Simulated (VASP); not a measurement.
Set up this calculation in VASP 6.6.1, as the native input.

```
Task                   : single point
Functional             : PBE
Potentials or basis    : VASP PAW PBE potentials, release 64 (Te)
Cutoff                 : 520 eV
k mesh                 : 9 × 9 × 6
Occupations            : gaussian, width 0.05 eV
Spin                   : no spin polarisation
Dipole correction      : no
Further INCAR settings : ALGO = Normal; EDIFF = 1e-07; NBANDS = 16
```

The structure of Te lies in POSCAR:

```
Te
1.0
    4.2569986204      0.0000000000      0.0000000000
   -2.1284993102      3.8841945165      0.0689356143
    0.0000000000      0.1058770680      5.5592558604
Te
3
Direct
    0.2427020529      0.0000000000      0.1666666667
    0.0435168990      0.3297358509      0.8046510441
    0.7137810481      0.6702641491      0.5286822892
```

This cell differs from its parent crystal: strained and its atoms moved.

These files were run (other wordings do the same):

INCAR

```
PREC = Accurate ; ENCUT = 520
EDIFF = 1E-7 ; ISMEAR = 0
SIGMA = 0.05 ; LREAL = False
LASPH = True ; NELM = 60
ALGO = Normal ; ISIF = 2
LWAVE = False ; LCHARG = False
GGA = PE ; NBANDS = 16
```

KPOINTS

```
regular mesh
0
Gamma
  9 9 6
```

Potentials or basis: VASP PAW PBE potentials, release 64 (Te).

The run is started by

```console
$ cat potpaw_PBE.64/Te/POTCAR > POTCAR
$ mpirun -np 1 vasp_std > vasp.out
```

Results of the run:

```json
{"Pressure": "8.9 GPa", "Largest force": "1.637 eV/Å", "Band gap on the k mesh": "zero (bands 9 and 10 overlap by 1.24 eV)"}
```

Caveat: the cell differs from its parent crystal (strained and its atoms moved); the cell stands under pressure; spin-orbit coupling is left out, which moves the levels of the heavy elements; forces of over 1 eV/Å act on the atoms, so gaps and moduli don't describe the material at rest.

Wall time 4.4 min on 1 thread of Intel Xeon 8259CL, on a shared host, peak memory 0.32 GiB.
